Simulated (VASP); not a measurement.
# AgCl (Fm-3m) in VASP: notebook, part 2 of 2

VASP 6.6.1. The steps go on from the part before.

## (4) Single point, LDA (20.05 Å³/atom)

This run uses another cell than the first one, of 20.05 Å³/atom.

INCAR

```
  PREC = Accurate
  ENCUT = 520
  EDIFF = 1E-6
  ISMEAR = -1
  SIGMA = 0.05
  LREAL = F
  LASPH = T
  NELM = 100
  ALGO = Normal
  ISIF = 2
  LWAVE = F
  LCHARG = T
  LELF = T
  LVHAR = T
  NBANDS = 16
```

KPOINTS

```
regular mesh
0
Gamma
  8 8 8
```

POSCAR

```
AgCl
1.0
    0.0000000000      2.7166437422      2.7166437422
    2.7166437422      0.0000000000      2.7166437422
    2.7166437422      2.7166437422      0.0000000000
Ag Cl
1 1
Direct
    0.0000000000      0.0000000000      0.0000000000
    0.5000000000      0.5000000000      0.5000000000
```

Potentials or basis: VASP PAW LDA potentials, release 64 (Ag, Cl).

Launch:

```
cat potpaw_LDA.64/Ag/POTCAR potpaw_LDA.64/Cl/POTCAR > POTCAR
mpirun -np 1 vasp_std > vasp.out
```

OUTCAR:

```text
PREC = Accurate
   ENCUT = 520
   EDIFF = 1E-6
   ISMEAR = -1
   LREAL = F
   LASPH = T
   NELM = 100
   ISIF = 2

 ion  position               nearest neighbor table
   1  0.000  0.000  0.000-   2 2.72   2 2.72   2 2.72   2 2.72   2 2.72   2 2.72
   2  0.500  0.500  0.500-   1 2.72   1 2.72   1 2.72   1 2.72   1 2.72   1 2.72

  LATTYP: Found a face centered cubic cell.
 ALAT       =     5.4332874844

  Lattice vectors:

 A1 = (   0.0000000000,   2.7166437422,   2.7166437422)
 A2 = (   2.7166437422,   0.0000000000,   2.7166437422)
 A3 = (   2.7166437422,   2.7166437422,   0.0000000000)

Analysis of symmetry for initial positions (statically):
=====================================================================
 Subroutine PRICEL returns:
 Original cell was already a primitive cell.

 Routine SETGRP: Setting up the symmetry group for a
 face centered cubic supercell.

 Subroutine GETGRP returns: Found 48 space group operations
 (whereof 48 operations were pure point group operations)
 out of a pool of 48 trial point group operations.

The static configuration has the point symmetry O_h .

Analysis of symmetry for dynamics (positions and initial velocities):
=====================================================================
 Subroutine PRICEL returns:
 Original cell was already a primitive cell.

 Routine SETGRP: Setting up the symmetry group for a
 face centered cubic supercell.

 Subroutine GETGRP returns: Found 48 space group operations
 (whereof 48 operations were pure point group operations)
 out of a pool of 48 trial point group operations.

The dynamic configuration has the point symmetry O_h .

 Subroutine INISYM returns: Found 48 space group operations
 (whereof 48 operations are pure point group operations),
 and found     1 'primitive' translations

----------------------------------------------------------------------------------------

[... 111 lines left out ...]
     AMIX     =   0.40;   BMIX     =  1.00
     AMIX_MAG =   1.60;   BMIX_MAG =  1.00
  volume/ion in A,a.u.               =      20.05       135.30
  Fermi-wavevector in a.u.,A,eV,Ry     =   1.253496  2.368764 21.378187  1.571252
  Thomas-Fermi vector in A             =   2.387346
   LORBIT       =      0    0 simple, 1 ext, 2 COOP (PROOUT), +10 PAW based schemes
   GGA     = CA    functional components
   LHFCALC =     F    Hartree Fock is set to
   AEXX    =    0.0000 exact exchange contribution
   IVDW    =     0    specifies the selected vdW correction
   LEPSILON=     F    determine dielectric tensor
   LRPA    =     F    only Hartree local field effects (RPA)
 non-spin polarized calculation
  energy-cutoff  :      520.00
  volume of cell :       40.10
 maximum number of plane-waves:      1106
 NGX is ok and might be reduce to    30
   NGX = 15   NGY = 15   NGZ = 15

 number of electron      18.0000001 magnetization

 Free energy of the ion-electron system (eV)
  ---------------------------------------------------
  ext. energy  EPLUGINS =         0.00000000
  ---------------------------------------------------
  free energy    TOTEN  =        -6.77861914 eV

  energy without entropy =       -6.77859719  energy(sigma->0) =       -6.77860816

 E-fermi :   4.7940     XC(G=0): -10.7532

 val. band max:        4.3973677376   @ k =   0.5000   0.0000   0.0000
 cond. band min:       5.0400812494   @ k =   0.0000   0.0000   0.0000
 fundamental gap:      0.6427135118
 Fermi energy:         4.7939670891

 k-point     1 :       0.0000    0.0000    0.0000
  band No.  band energies     occupation
      1     -11.0827      2.00000
      2       1.6051      2.00000
      3       1.6051      2.00000
      4       1.6051      2.00000
      5       1.6481      2.00000
      6       1.6481      2.00000
[... 433 lines left out ...]
      3      -0.1714      2.00000
      4      -0.1057      2.00000
      5       1.9696      2.00000
      6       2.0481      2.00000
[... 8 lines left out ...]
     15      17.9195      0.00000
     16      19.4441      0.00000

 [... further k-points ...]

------------------------ aborting loop because EDIFF is reached ----------------------------------------

  FORCE on cell =-STRESS in cart. coord.  units (eV):
  Direction    XX          YY          ZZ          XY          YZ          ZX
  --------------------------------------------------------------------------------------
  -------------------------------------------------------------------------------------
  Total       -0.6766752     -0.6766752     -0.6766752      0.0000000     -0.0000000      0.0000000
  in kB      -27.0372649    -27.0372649    -27.0372649      0.0000000     -0.0000000      0.0000000
  external PRESSURE =     -27.0372649 kB  Pullay stress =       0.0000000 kB

 VOLUME and BASIS-vectors are now :
 -----------------------------------------------------------------------------
  energy-cutoff  :      520.00
  volume of cell :       40.10
      direct lattice vectors                 reciprocal lattice vectors
     0.000000000  2.716643742  2.716643742    -0.184050633  0.184050633  0.184050633
     2.716643742  0.000000000  2.716643742     0.184050633 -0.184050633  0.184050633
     2.716643742  2.716643742  0.000000000     0.184050633  0.184050633 -0.184050633

 POSITION                                       TOTAL-FORCE (eV/Angst)
 -----------------------------------------------------------------------------------
      0.00000      0.00000      0.00000        -0.000000     -0.000000     -0.000000
      2.71664      2.71664      2.71664         0.000000      0.000000      0.000000
 -----------------------------------------------------------------------------------
    total drift:                               -0.000000      0.000000      0.000000

  FREE ENERGIE OF THE ION-ELECTRON SYSTEM (eV)
  ---------------------------------------------------
  free  energy   TOTEN  =        -6.7786191391 eV

  energy  without entropy=       -6.7785971869  energy(sigma->0) =       -6.77860816
```

OSZICAR:

```text
N       E                     dE             d eps       ncg     rms          rms(c)
DAV:   1     0.101353823093E+03    0.10135E+03   -0.88808E+03   928   0.103E+03
DAV:   2    -0.333988542464E+01   -0.10469E+03   -0.96363E+02  1184   0.229E+02
DAV:   3    -0.691128754089E+01   -0.35714E+01   -0.35652E+01  1152   0.443E+01
DAV:   4    -0.693555966149E+01   -0.24272E-01   -0.24271E-01  1184   0.393E+00
DAV:   5    -0.693587895000E+01   -0.31929E-03   -0.31929E-03  1168   0.438E-01    0.755E+00
DAV:   6    -0.678771777214E+01    0.14816E+00   -0.23691E-01  1208   0.670E+00    0.495E+00
DAV:   7    -0.678112976678E+01    0.65880E-02   -0.62297E-02  1104   0.168E+00    0.206E+00
DAV:   8    -0.677870043754E+01    0.24293E-02   -0.35846E-03  1072   0.555E-01    0.261E-01
DAV:   9    -0.677861275098E+01    0.87687E-04   -0.29277E-04  1224   0.221E-01    0.340E-02
DAV:  10    -0.677861883702E+01   -0.60860E-05   -0.16287E-05  1160   0.386E-02    0.987E-03
DAV:  11    -0.677861913914E+01   -0.30212E-06   -0.56400E-07   704   0.703E-03
   1 F= -.67786191E+01 E0= -.67786082E+01  d E =-.219522E-04
```

stdout:

```text
POSCAR found type information on POSCAR AgCl
 POSCAR found :  2 types and       2 ions
 scaLAPACK will be used
 LDA part: xc-table for (Slater(with rela. corr.)+CA(PZ))
 , standard interpolation
 POSCAR, INCAR and KPOINTS ok, starting setup
 FFT: planning ... GRIDC
 FFT: planning ... GRID_SOFT
 FFT: planning ... GRID
 WAVECAR not read
 entering main loop
```

It took 23 s on 1 thread of Intel Xeon 8259CL, shared host; peak memory 0.16 GiB.

Results:

```
Free energy            : -6.7786 eV
Pressure               : -2.7 GPa
Band gap on the k mesh : 0.64 eV (least direct gap 3.19 eV)
```

Levels at points of the mesh, in eV from the valence-band top:
| k point | band 7 | band 8 | band 9 | band 10 | band 11 | band 12 |
| --- | --- | --- | --- | --- | --- | --- |
| (0.00, 0.00, 0.00) | -2.56 | -2.56 | -2.56 | 0.64 | 10.72 | 10.72 |
| (0.50, 0.00, 0.00) | -1.99 | 0.00 | 0.00 | 3.80 | 6.69 | 7.33 |
| (0.50, 0.50, 0.00) | -2.21 | -2.21 | -2.08 | 2.02 | 7.77 | 8.59 |

## (5) Single point, PBEsol (20.05 Å³/atom)

This run uses another cell than the first one, of 20.05 Å³/atom.

INCAR

```
SYSTEM = AgCl
ALGO = Normal
EDIFF = 1E-6
ENCUT = 520
GGA = PS
ISIF = 2
ISMEAR = -1
LASPH = .TRUE.
LCHARG = .TRUE.
LELF = .TRUE.
LREAL = .FALSE.
LVHAR = .TRUE.
LWAVE = .FALSE.
NBANDS = 16
NELM = 60
PREC = Accurate
SIGMA = 0.05
```

KPOINTS

```
k-points
0
G
  8 8 8
  0 0 0
```

POSCAR is that of step 4.

Potentials or basis: VASP PAW PBE potentials, release 64 (Ag, Cl).

Launch:

```
cat potpaw_PBE.64/Ag/POTCAR potpaw_PBE.64/Cl/POTCAR > POTCAR
mpirun -np 1 vasp_std > vasp.out
```

Run time: 33 s. Hardware: 1 thread of Intel Xeon 8259CL, shared host; peak memory 0.18 GiB.

It converged, with:

```
Free energy            : -6.0606 eV
Pressure               : 0.4 GPa
Band gap on the k mesh : 0.72 eV (least direct gap 3.25 eV)
```

Levels at points of the mesh, in eV from the valence-band top:
| k point | band 6 | band 7 | band 8 | band 9 | band 10 | band 11 | band 12 | band 13 |
| --- | --- | --- | --- | --- | --- | --- | --- | --- |
| (0.00, 0.00, 0.00) | -2.70 | -2.59 | -2.59 | -2.59 | 0.72 | 10.72 | 10.72 | 10.72 |
| (0.50, 0.00, 0.00) | -2.31 | -1.96 | 0.00 | 0.00 | 3.86 | 6.79 | 7.41 | 7.41 |
| (0.50, 0.50, 0.00) | -2.48 | -2.17 | -2.17 | -2.04 | 2.13 | 7.77 | 8.66 | 11.67 |

Caveat: the PAW data sets were made with another functional, which shifts forces and pressure a little.

## (6) Summary

| level | potentials or basis | cell | gap on the mesh (eV) | pressure (GPa) |
| --- | --- | --- | --- | --- |
| LDA | VASP PAW LDA potentials, release 64 (Ag, Cl) | a = 3.789 Å, angles 60.0°, 2 atoms | 0.65 | -0.1 |
| LDA | VASP PAW LDA potentials, release 64 (Ag, Cl) | a = 3.816 Å, angles 60.0°, 2 atoms | 0.65 | -1.5 |
| LDA | VASP PAW LDA potentials, release 64 (Ag, Cl) | a = 3.842 Å, angles 60.0°, 2 atoms | 0.64 | -2.7 |
| PBEsol | VASP PAW PBE potentials, release 64 (Ag, Cl) | a = 3.842 Å, angles 60.0°, 2 atoms | 0.72 | 0.4 |

Alike in all rows: task single point; no spin polarisation; k mesh 8 × 8 × 8; cutoff (eV) 520; smearing fermi-dirac 0.05 eV.

Caveats: the PAW data sets were made with another functional, which shifts forces and pressure a little (at least some runs).

Absolute energies hang on the potentials; compare differences alone.
